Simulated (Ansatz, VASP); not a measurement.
# Two plane-wave programs on RuS2

```
Ru S
1.0
     5.63192    0.00000    0.00000
     0.00000    5.63192    0.00000
     0.00000    0.00000    5.63192
Ru S
4 8
Direct
  0.00000 0.50000 0.50000
  0.50000 0.50000 0.00000
  0.50000 0.00000 0.50000
  0.00000 0.00000 0.00000
  0.38792 0.11208 0.88792
  0.11208 0.88792 0.38792
  0.88792 0.38792 0.11208
  0.61208 0.61208 0.61208
  0.38792 0.38792 0.38792
  0.11208 0.61208 0.88792
  0.88792 0.11208 0.61208
  0.61208 0.88792 0.11208
```

Alike in both runs: task single point; functional r2SCAN; k mesh 4 × 4 × 4; no spin polarisation.

```csv
,VASP,Ansatz
version,VASP 6.6.1,Ansatz 0.2.0
potentials or method,"VASP PAW PBE potentials, release 64 (Ru_pv, S)","plane waves, PAW"
plane-wave cutoff (eV),520,500
occupations,"gaussian, width 0.01 eV",fixed
valence electrons in the cell,104,112
```

Ansatz gave:

```
gap on the k mesh at the Fermi level (eV) : 0.90
pressure (GPa)                            : 0.0
rms of the force components (eV/Å)        : 0.000
```

**Question.** Which values does VASP return?

**Answer.** gap on the k mesh at the Fermi level (eV): 0.90; pressure (GPa): -0.1; rms of the force components (eV/Å): 0.020.

VASP's potentials were made for PBE, not for r2SCAN. Atom by atom the forces differ by 0.020 eV/Å (rms over components). VASP's potentials hold 104 valence electrons a cell and Ansatz's 112, so a difference there can come from the potentials and not from the codes.
